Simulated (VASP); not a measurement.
A run of VASP 6.6.1:

INCAR

```
SYSTEM = Pb
PREC     = Accurate       ! precision mode
ENCUT    = 600            ! plane-wave cutoff, eV
EDIFF    = 1E-6           ! SCF threshold, eV
ISMEAR   = -1             ! smearing method
SIGMA    = 0.05           ! smearing width, eV
LREAL    = .False.        ! projectors in reciprocal space
LASPH    = .True.         ! aspherical terms in the spheres
NELM     = 60             ! most SCF steps
ALGO     = Normal         ! electronic algorithm
ISIF     = 3              ! what is computed and relaxed
LWAVE    = .False.        ! write WAVECAR
LCHARG   = .False.        ! write CHGCAR
GGA      = CA             ! functional
IBRION   = 2              ! ionic algorithm
NSW      = 60             ! ionic steps
EDIFFG   = -0.005         ! ionic threshold
```

KPOINTS

```
Automatic mesh
0
Gamma
  14 14 8
  0 0 0
```

Contents of POSCAR:

```
Pb
1.0
    3.4564023515      0.0000000000      0.0000000000
   -1.7282011757      2.9933322421      0.0000000000
    0.0000000000      0.0000000000      5.5993718094
Pb
2
Direct
    0.3333333333      0.6666666667      0.2500000000
    0.6666666667      0.3333333333      0.7500000000
```

Potentials or basis: VASP PAW LDA potentials, release 64 (Pb_d).

Run with:

```console
$ cat potpaw_LDA.64/Pb_d/POTCAR > POTCAR
$ mpirun -np 1 vasp_std > vasp.out
```

Hardware: 1 thread of Intel(R) Xeon(R) 6975P-C (Granite Rapids), with other jobs on the host.

Question: Estimate the wall time of this run.

Answer: Wall time 5.2 min on 1 thread of Intel(R) Xeon(R) 6975P-C (Granite Rapids) (shared host), peak memory 0.26 GiB. Counts: scf iterations 85, k points 120, ion steps 17.
